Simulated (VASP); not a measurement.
Wanted: the native input for a VASP 6.6.1 run.

- Task: single point
- Functional: PBE
- Dispersion: D3(BJ)
- Potentials or basis: VASP PAW PBE potentials, release 64 (C, H)
- Cutoff: 520 eV
- k mesh: 3 × 3 × 1
- Occupations: gaussian, width 0.05 eV
- Spin: no spin polarisation
- Dipole correction: yes
- Further INCAR settings: ALGO = Normal; EDIFF = 1e-06; NBANDS = 17

The structure of C2H6 lies in POSCAR:

```
H3C
1.0
    7.6780971925      0.0000000000      0.0000000000
   -3.8390485963      6.6494272215      0.0000000000
    0.0000000000      0.0000000000     23.5591039983
C H
2 6
Direct
    0.3361213890      0.2177325488      0.6130884511
    0.4871886423      0.4427192946      0.6148301295
    0.3547831703      0.1476551677      0.5746095121
    0.1803860382      0.1878909773      0.6132287475
    0.3536395835      0.1390438885      0.6496761813
    0.6428686531      0.4725002905      0.6136581121
    0.4701216946      0.5128069233      0.6534929075
    0.4681928282      0.5212887647      0.5784174399
```

These files were run (other wordings do the same):

INCAR

```
PREC = Accurate
ENCUT = 520
EDIFF = 1E-6
ISMEAR = 0
SIGMA = 0.05
LREAL = False
LASPH = True
NELM = 100
ALGO = Normal
ISIF = 2
LWAVE = False
LCHARG = False
LDIPOL = True
IDIPOL = 3
DIPOL = 0.5 0.5 0.614
GGA = PE
IVDW = 12
NBANDS = 17
```

KPOINTS

```
Automatic mesh
0
Gamma
  3 3 1
```

Potentials or basis: VASP PAW PBE potentials, release 64 (C, H).

The run is started by

```bash
$ cat potpaw_PBE.64/C/POTCAR potpaw_PBE.64/H/POTCAR > POTCAR
$ mpirun -np 1 vasp_std > vasp.out
```

Results of the run:

The largest force is 0.092 eV/Å and the gap between the frontier levels is 7.13 eV. The dispersion energy per atom is -0.012 eV.

Run time: 6.5 min on 1 thread of AMD EPYC 9R14 (Zen 4), with other jobs on the host, peak memory 1 GiB.
